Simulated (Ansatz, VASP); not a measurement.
GaN: VASP beside Ansatz

```
CELL_PARAMETERS angstrom
6.43724 0.00000 0.00000
-3.21862 5.57482 0.00000
0.00000 0.00000 5.24353
ATOMIC_POSITIONS crystal
Ga 0.33333 0.16667 0.49914
Ga 0.16667 0.33333 0.99914
Ga 0.33333 0.66667 0.49914
Ga 0.16667 0.83333 0.99914
Ga 0.83333 0.16667 0.49914
Ga 0.66667 0.33333 0.99914
Ga 0.83333 0.66667 0.49914
Ga 0.66667 0.83333 0.99914
N 0.33333 0.16667 0.87586
N 0.16667 0.33333 0.37586
N 0.33333 0.66667 0.87586
N 0.16667 0.83333 0.37586
N 0.83333 0.16667 0.87586
N 0.66667 0.33333 0.37586
N 0.83333 0.66667 0.87586
N 0.66667 0.83333 0.37586
```

Alike in both runs: task single point; functional PBE; k mesh 2 × 2 × 3; occupations fermi-dirac, width 0.01 eV; no spin polarisation.

```csv
,VASP,Ansatz
version,VASP 6.6.1,Ansatz 0.2.0
potentials or method,"VASP PAW PBE potentials, release 64 (Ga_d, N), cutoff 520 eV",plane-wave PAW DFT
valence electrons in the cell,144,144
```

|  | VASP | Ansatz | Ansatz less VASP |
| --- | --- | --- | --- |
| gap on the k mesh at the Fermi level (eV) | 1.70 | 1.70 | -0.004 |

The k mesh is coarse, so the values compare programs but aren't converged.
